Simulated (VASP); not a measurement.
# O (P6_3/mmc) in VASP: notebook

O is run at these levels: PBE; tasks: single point.

Program: VASP 6.6.1. These are calculated values, not measurements. Logs are shortened: lines on timing, memory, paths and dates and some standing lists are left out, and cuts for length are marked.

## (1) The cell of the first run

The structure is hexagonal, space group P6_3/mmc (No. 194). Conventional cell: a = 2.640 Å, b = 2.640 Å, c = 2.594 Å, α = 90.00°, β = 90.00°, γ = 120.00°. O (site symmetry -6m2) has 14 O at 2.00 to 2.64 Å within 2.7 Å.

## (2) Single point, PBE (7.83 Å³/atom)

The input, INCAR:

```
SYSTEM = O
  ALGO = Normal
  EDIFF = 1E-6
  ENCUT = 520
  GGA = PE
  ISIF = 2
  ISMEAR = -1
  LASPH = .TRUE.
  LCHARG = .FALSE.
  LREAL = .FALSE.
  LWAVE = .FALSE.
  NBANDS = 13
  NELM = 100
  PREC = Accurate
  SIGMA = 0.08
```

The input, KPOINTS:

```
k-points
0
G
  15 15 8
  0 0 0
```

The input, POSCAR:

```
O
1.0
    2.6397822392      0.0000000000      0.0000000000
   -1.3198911196      2.2861184796      0.0000000000
    0.0000000000      0.0000000000      2.5936841182
O
2
Direct
    0.3333333333      0.6666666667      0.2500000000
    0.6666666667      0.3333333333      0.7500000000
```

Potentials or basis: VASP PAW PBE potentials, release 64 (O).

Run with:

```console
> cat potpaw_PBE.64/O/POTCAR > POTCAR
> mpirun -np 1 vasp_std > vasp.out
```

OUTCAR:

```text
SYSTEM = O
   EDIFF = 1E-6
   ENCUT = 520
   GGA = PE
   ISIF = 2
   ISMEAR = -1
   LASPH = .TRUE.
   LREAL = .FALSE.
   NELM = 100
   PREC = Accurate

 ion  position               nearest neighbor table
   1  0.333  0.667  0.250-
   2  0.667  0.333  0.750-

  LATTYP: Found a hexagonal cell.
 ALAT       =     2.6397822392
 C/A-ratio  =     0.9825371501

  Lattice vectors:

 A1 = (   2.6397822392,   0.0000000000,   0.0000000000)
 A2 = (  -1.3198911196,   2.2861184796,   0.0000000000)
 A3 = (   0.0000000000,   0.0000000000,   2.5936841182)

Analysis of symmetry for initial positions (statically):
=====================================================================
 Subroutine PRICEL returns:
 Original cell was already a primitive cell.

 Routine SETGRP: Setting up the symmetry group for a
 hexagonal supercell.

 Subroutine GETGRP returns: Found 24 space group operations
 (whereof 12 operations were pure point group operations)
 out of a pool of 24 trial point group operations.

The static configuration has the point symmetry D_3d.
 The point group associated with its full space group is D_6h.

Analysis of symmetry for dynamics (positions and initial velocities):
=====================================================================
 Subroutine PRICEL returns:
 Original cell was already a primitive cell.

 Routine SETGRP: Setting up the symmetry group for a
 hexagonal supercell.

 Subroutine GETGRP returns: Found 24 space group operations
 (whereof 12 operations were pure point group operations)
 out of a pool of 24 trial point group operations.

The dynamic configuration has the point symmetry D_3d.
 The point group associated with its full space group is D_6h.

 Subroutine INISYM returns: Found 24 space group operations
 (whereof 12 operations are pure point group operations),
 and found     1 'primitive' translations

----------------------------------------------------------------------------------------

                                     Primitive cell

  volume of cell :      15.6525

  direct lattice vectors                    reciprocal lattice vectors
     2.639782239  0.000000000  0.000000000     0.378819126  0.218711324  0.000000000
    -1.319891120  2.286118480  0.000000000     0.000000000  0.437422648  0.000000000
     0.000000000  0.000000000  2.593684118     0.000000000  0.000000000  0.385551962

  length of vectors
     2.639782239  2.639782239  2.593684118     0.437422648  0.437422648  0.385551962

  position of ions in fractional coordinates (direct lattice)
     0.333333333  0.666666667  0.250000000
     0.666666667  0.333333333  0.750000000

  ion indices of the primitive-cell ions
   primitive index   ion index
                 1           1
                 2           2

----------------------------------------------------------------------------------------

 KPOINTS: k-points

Automatic generation of k-mesh.
 Grid dimensions read from file:
 generate k-points for:   15   15    8

 Generating k-lattice:

  Cartesian coordinates                     Fractional coordinates (reciprocal lattice)
     0.025254608  0.014580755  0.000000000     0.066666667  0.000000000  0.000000000
     0.000000000  0.029161510  0.000000000     0.000000000  0.066666667  0.000000000
     0.000000000  0.000000000  0.048193995     0.000000000  0.000000000  0.125000000

  Length of vectors
     0.029161510  0.029161510  0.048193995

  Shift w.r.t. Gamma in fractional coordinates (k-lattice)
     0.000000000  0.000000000  0.000000000

 Subroutine IBZKPT returns following result:
 ===========================================

 Found    135 irreducible k-points:

 Following reciprocal coordinates:
            Coordinates               Weight
  0.000000  0.000000  0.000000      1.000000
  0.066667  0.000000  0.000000      6.000000
  0.133333  0.000000  0.000000      6.000000
  0.200000  0.000000  0.000000      6.000000
  0.266667  0.000000  0.000000      6.000000
  0.333333 -0.000000  0.000000      6.000000
[... 16 lines left out ...]
  0.333333  0.200000  0.000000     12.000000
  0.400000  0.200000  0.000000      6.000000
 [... further k-points ...]
   k-points           NKPTS =    135   k-points in BZ     NKDIM =    135   number of bands    NBANDS=     13
   number of dos      NEDOS =    301   number of ions     NIONS =      2
   total plane-waves  NPLWV =   8000
   dimension x,y,z NGX =    20 NGY =   20 NGZ =   20
   dimension x,y,z NGXF=    40 NGYF=   40 NGZF=   40
   ions per type =               2
   NGX,Y,Z   is equivalent  to a cutoff of  12.60, 12.60, 12.82 a.u.
   NGXF,Y,Z  is equivalent  to a cutoff of  25.19, 25.19, 25.64 a.u.
 SYSTEM =  O
   PREC   = accura    normal or accurate (medium, high low for compatibility)
   ISTART =      0    job   : 0-new  1-cont  2-samecut
   ICHARG =      2    charge: 1-file 2-atom 10-const
   ISPIN  =      1    spin polarized calculation?
   LNONCOLLINEAR =      F non collinear calculations
   LSORBIT =      F    spin-orbit coupling
   LASPH  =      T    aspherical Exc in radial PAW
   ENCUT  =  520.0 eV  38.22 Ry    6.18 a.u.   4.91  4.91  4.82*2*pi/ulx,y,z
   NELM   =    100;   NELMIN=  2; NELMDL= -5     # of ELM steps
   EDIFF  = 0.1E-05   stopping-criterion for ELM
   LREAL  =      F    real-space projection
   EDIFFG = 0.1E-04   stopping-criterion for IOM
   NSW    =      0    number of steps for IOM
   IBRION =     -1    ionic relax: 0-MD 1-quasi-New 2-CG
   NFREE  =      0    steps in history (QN), initial steepest desc. (CG)
   ISIF   =      2    stress and relaxation
   ISYM   =      2    0-nonsym 1-usesym 2-fastsym
   POTIM  = 0.5000    time-step for ionic-motion
   TEBEG  =    0.0;   TEEND  =   0.0 temperature during run
   PSTRESS=    0.0 pullay stress
   NELECT =      12.0000    total number of electrons
   NUPDOWN=      -1.0000    fix difference up-down
   EMIN   =  10.00;   EMAX   =-10.00  energy-range for DOS
   EFERMI =   0.00;   METHOD = LEGACY
   ISMEAR =    -1;   SIGMA  =   0.08  broadening in eV -4-tet -1-fermi 0-gaus
   EFERMI_NEDOS =   21; number of points for ismear=-14 and -15
   IALGO  =     38    algorithm
   IMIX   =      4    mixing-type and parameters
     AMIX     =   0.40;   BMIX     =  1.00
     AMIX_MAG =   1.60;   BMIX_MAG =  1.00
  volume/ion in A,a.u.               =       7.83        52.81
  Fermi-wavevector in a.u.,A,eV,Ry     =   1.498329  2.831432 30.544953  2.244991
  Thomas-Fermi vector in A             =   2.610102
   LORBIT       =      0    0 simple, 1 ext, 2 COOP (PROOUT), +10 PAW based schemes
   GGA     = PE    functional components
   LHFCALC =     F    Hartree Fock is set to
   AEXX    =    0.0000 exact exchange contribution
   IVDW    =     0    specifies the selected vdW correction
   LEPSILON=     F    determine dielectric tensor
   LRPA    =     F    only Hartree local field effects (RPA)
 non-spin polarized calculation
  energy-cutoff  :      520.00
  volume of cell :       15.65
 maximum number of plane-waves:       438
 NGX is ok and might be reduce to    20
   NGX =  9   NGY =  9   NGZ =  9

 number of electron      12.0000007 magnetization

 Free energy of the ion-electron system (eV)
  ---------------------------------------------------
  ext. energy  EPLUGINS =         0.00000000
  ---------------------------------------------------
  free energy    TOTEN  =        -5.79797042 eV

  energy without entropy =       -5.77511055  energy(sigma->0) =       -5.78654048

 E-fermi :   2.7135     XC(G=0): -11.9949

 val. band max:        2.7117588666   @ k =   0.2000   0.0667   0.0000
 cond. band min:       2.7539153488   @ k =   0.2667   0.2667   0.2500
 fundamental gap:      0.0421564823
 Fermi energy:         2.7134910130

 k-point     1 :       0.0000    0.0000    0.0000
  band No.  band energies     occupation
      1     -19.5537      2.00000
      2     -10.7641      2.00000
      3      -2.0192      2.00000
      4      -0.1548      2.00000
      5      -0.1548      2.00000
      6       3.3467      0.00073
      7       3.3467      0.00073
      8       5.0624      0.00000
      9      18.1083      0.00000
     10      19.8857      0.00000
     11      28.6017      0.00000
     12      28.6017      0.00000
     13      34.4699      0.00000

 k-point     2 :       0.0667    0.0000    0.0000
  band No.  band energies     occupation
      1     -19.4759      2.00000
      2     -10.8486      2.00000
      3      -1.9562      2.00000
      4      -0.2570      2.00000
      5      -0.2383      2.00000
      6       3.2670      0.00198
      7       3.4262      0.00027
      8       4.9842      0.00000
      9      18.2308      0.00000
     10      20.0624      0.00000
     11      28.0987      0.00000
     12      28.7891      0.00000
     13      35.3084      0.00000

 k-point     3 :       0.1333    0.0000    0.0000
  band No.  band energies     occupation
      1     -19.2452      2.00000
      2     -11.1026      2.00000
      3      -1.7703      2.00000
      4      -0.5210      2.00000
      5      -0.4731      2.00000
      6       3.0666      0.02392
      7       3.6254      0.00002
      8       4.7553      0.00000
      9      18.5251      0.00000
     10      20.5582      0.00000
     11      27.1683      0.00000
     12      29.3471      0.00000
     13      34.2712      0.00000
[... 305 lines left out ...]
 k-point    23 :       0.3333    0.2000    0.0000
  band No.  band energies     occupation
      1     -16.4056      2.00000
      2     -14.1451      2.00000
      3      -3.6610      2.00000
      4       0.0772      2.00000
      5       0.4334      2.00000
      6       2.0202      1.99966
      7       2.2810      1.99106
      8       4.2669      0.00000
      9      18.9952      0.00000
     10      24.5648      0.00000
     11      26.2893      0.00000
     12      28.1340      0.00000
     13      34.3658      0.00000

 k-point    24 :       0.4000    0.2000    0.0000
  band No.  band energies     occupation
      1     -16.0851      2.00000
      2     -14.4722      2.00000
      3      -3.7886      2.00000
      4       0.1609      2.00000
      5       0.6654      2.00000
      6       1.9418      1.99987
      7       2.0400      1.99956
      8       4.2804      0.00000
      9      18.9550      0.00000
     10      24.8925      0.00000
     11      26.2844      0.00000
     12      27.9434      0.00000
     13      34.8567      0.00000

 [... further k-points ...]

------------------------ aborting loop because EDIFF is reached ----------------------------------------

  FORCE on cell =-STRESS in cart. coord.  units (eV):
  Direction    XX          YY          ZZ          XY          YZ          ZX
  --------------------------------------------------------------------------------------
  -------------------------------------------------------------------------------------
  Total        0.5548013      0.5548013      0.8634106      0.0000000     -0.0000000      0.0000000
  in kB       56.7889877     56.7889877     88.3779752      0.0000000     -0.0000000      0.0000000
  external PRESSURE =      67.3186502 kB  Pullay stress =       0.0000000 kB

 VOLUME and BASIS-vectors are now :
 -----------------------------------------------------------------------------
  energy-cutoff  :      520.00
  volume of cell :       15.65
      direct lattice vectors                 reciprocal lattice vectors
     2.639782239  0.000000000  0.000000000     0.378819126  0.218711324  0.000000000
    -1.319891120  2.286118480  0.000000000     0.000000000  0.437422648  0.000000000
     0.000000000  0.000000000  2.593684118     0.000000000  0.000000000  0.385551962

 POSITION                                       TOTAL-FORCE (eV/Angst)
 -----------------------------------------------------------------------------------
     -0.00000      1.52408      0.64842        -0.000000      0.000000      0.000000
      1.31989      0.76204      1.94526         0.000000      0.000000      0.000000
 -----------------------------------------------------------------------------------
    total drift:                               -0.000000      0.000000     -0.000000

  FREE ENERGIE OF THE ION-ELECTRON SYSTEM (eV)
  ---------------------------------------------------
  free  energy   TOTEN  =        -5.7979704155 eV

  energy  without entropy=       -5.7751105478  energy(sigma->0) =       -5.78654048
```

It took 15 s on 1 thread of Intel Xeon Platinum 8259CL at 2.50GHz (Skylake/Cascade Lake), shared host; peak memory 0.13 GiB.

Results:

```
Free energy            : -5.7980 eV
Pressure               : 6.7 GPa
Band gap on the k mesh : zero (bands 6 and 7 overlap by 2.00 eV)
```

Stress tensor (GPa, compression positive):
```
5.68 0.00 0.00
0.00 5.68 0.00
0.00 0.00 8.84
```

Caveat: the cell stands under pressure.

(Continued in part 2 of 2.)
